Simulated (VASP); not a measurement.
Set up this calculation in VASP 6.6.1, as the native input.

```
Task                   : single point
Functional             : r2SCAN
Potentials or basis    : VASP PAW PBE potentials, release 64 (Li_sv, H)
Cutoff                 : 520 eV
k mesh                 : 12 × 12 × 6
Occupations            : gaussian, width 0.01 eV
Spin                   : no spin polarisation
Dipole correction      : no
Further INCAR settings : ALGO = Normal; EDIFF = 1e-07; NBANDS = 12
```

Crystal: LiH.

```
Li H
1.0
     2.78155    0.00000    0.00000
    -1.39077    2.40889    0.00000
     0.00000    0.00000    4.81205
Li H
2 2
Direct
  0.00000 0.00000 0.00000
  0.00000 0.00000 0.50000
  0.33333 0.66667 0.25000
  0.66667 0.33333 0.75000
```

This cell differs from its parent crystal: uniaxial z strain -1.2%.

These files were run (other wordings do the same):

POSCAR

```
LiH
1.0
    2.7815484432      0.0000000000      0.0000000000
   -1.3907742216      2.4088916137      0.0000000000
    0.0000000000      0.0000000000      4.8120486920
Li H
2 2
Direct
    0.0000000000      0.0000000000      0.0000000000
    0.0000000000      0.0000000000      0.5000000000
    0.3333333333      0.6666666667      0.2500000000
    0.6666666667      0.3333333333      0.7500000000
```

INCAR.step1

```
  PREC = Accurate
  ENCUT = 520
  ISMEAR = 0
  SIGMA = 0.01
  LREAL = F
  LASPH = T
  NELM = 80
  NBANDS = 12
  GGA = PE
  ALGO = Normal
  EDIFF = 1E-4
  LWAVE = T
  LCHARG = F
```

INCAR.step2

```
  PREC = Accurate
  ENCUT = 520
  EDIFF = 1E-7
  ISMEAR = 0
  SIGMA = 0.01
  LREAL = F
  LASPH = T
  NELM = 80
  ALGO = Normal
  ISIF = 2
  LWAVE = F
  LCHARG = F
  METAGGA = R2SCAN
  LMIXTAU = T
  NBANDS = 12
  ISTART = 1
```

KPOINTS

```
Automatic mesh
0
Gamma
  12 12 6
```

Potentials or basis: VASP PAW PBE potentials, release 64 (Li_sv, H).

The run is started by

```bash
$ cat potpaw_PBE.64/Li_sv/POTCAR potpaw_PBE.64/H/POTCAR > POTCAR
$ cp INCAR.step1 INCAR
$ mpirun -np 1 vasp_std > vasp.out
$ cp INCAR.step2 INCAR
$ mpirun -np 1 vasp_std > vasp.out
```

It gave:

The band gap on the k mesh is 5.02 eV, indirect (least direct gap 5.65 eV).

Caveat: the cell differs from its parent crystal (uniaxial z strain -1.2%).

Wall time 2.6 min on 1 thread of Intel Xeon 6975P-C, with other jobs on the host, peak memory 0.17 GiB.
